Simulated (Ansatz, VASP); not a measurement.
# One calculation of Al, two programs

The input POSCAR:

```
Al
1.0
    0.0000000000      1.9312690000      1.9312690000
    1.9312690000      0.0000000000      1.9312690000
    1.9312690000      1.9312690000      0.0000000000
Al
1
Direct
    0.0000000000      0.0000000000      0.0000000000
```

File INCAR.step1:

```
SYSTEM = Al
ALGO     = Normal         ! electronic algorithm
EDIFF    = 1E-4           ! SCF threshold, eV
ENCUT    = 520            ! plane-wave cutoff, eV
GGA      = PE             ! functional
ISMEAR   = -1             ! smearing method
LASPH    = .TRUE.         ! aspherical terms in the spheres
LCHARG   = .FALSE.        ! write CHGCAR
LREAL    = .FALSE.        ! projectors in reciprocal space
LWAVE    = .TRUE.         ! write WAVECAR
NBANDS   = 8              ! bands
NELM     = 80             ! most SCF steps
PREC     = Accurate       ! precision mode
SIGMA    = 0.1            ! smearing width, eV
```

INCAR.step2

```
SYSTEM = Al
ALGO     = Normal         ! electronic algorithm
EDIFF    = 1E-6           ! SCF threshold, eV
ENCUT    = 520            ! plane-wave cutoff, eV
ISIF     = 2              ! what is computed and relaxed
ISMEAR   = -1             ! smearing method
ISTART   = 1            
LASPH    = .TRUE.         ! aspherical terms in the spheres
LCHARG   = .TRUE.         ! write CHGCAR
LELF     = .TRUE.         ! ELF
LMIXTAU  = .TRUE.       
LREAL    = .FALSE.        ! projectors in reciprocal space
LVHAR    = .TRUE.       
LWAVE    = .FALSE.        ! write WAVECAR
METAGGA  = R2SCAN         ! meta-GGA
NBANDS   = 8              ! bands
NELM     = 80             ! most SCF steps
PREC     = Accurate       ! precision mode
SIGMA    = 0.1            ! smearing width, eV
```

KPOINTS

```
k-points
0
G
  15 15 15
  0 0 0
```

Input for Ansatz:

```yaml
crystal:
  lattice:
    - [0.0, 1.931269, 1.931269]
    - [1.931269, 0.0, 1.931269]
    - [1.931269, 1.931269, 0.0]
  atoms:
    - { symbol: Al, position: [0.0, 0.0, 0.0] }
  symmetry: { tolerance: 0.0003 }
kpoints:
  mp_grid: { grid: [15, 15, 15], shift: [0, 0, 0] }
  band_path:
    path:
      - [0.0, 0.0, 0.0]
      - [0.5, 0.0, 0.5]
      - [0.625, 0.25, 0.625]
      - [0.375, 0.375, 0.75]
      - [0.0, 0.0, 0.0]
      - [0.5, 0.5, 0.5]
      - [0.5, 0.25, 0.75]
      - [0.5, 0.0, 0.5]
    npoints: 8
magnetization:
  spin_polarized: false
scf:
  occupations: { method: fermi_dirac }
  lower_state_search: "off"
  max_iter: 200
hamiltonian:
  pseudopotentials: { kind: paw }
  xc: r2scan
basis:
  ecutwfc: 500
  fft_grid_basis: typed
output:
  forces: true
  stress: true
  eigenvalues: true
  bader: true
  populations: true
  elf: true
  write_potential: true
  volumetric_format: npy
  dos:
    e_range: [-12, 8]
    de: 0.05
    projected: { site_lists: { Al: [Al] } }
checkpoint:
  read: saved_state
```

Alike in both runs: task single point; functional r2SCAN; k mesh 15 × 15 × 15; no spin polarisation.

|  | VASP | Ansatz |
| --- | --- | --- |
| version | VASP 6.6.1 | Ansatz 0.2.0 |
| potentials or method | VASP PAW PBE potentials, release 64 (Al), cutoff 520 eV | PAW plane waves |
| occupations | fermi-dirac, width 0.1 eV | fermi-dirac |
| valence electrons in the cell | 3 | 3 |

Ansatz gave:

```
pressure (GPa) : 11.6
```

**Question.** Which values does VASP return?

**Answer.** Pressure (GPa): 11.1.

VASP's potentials were made for PBE, not for r2SCAN.
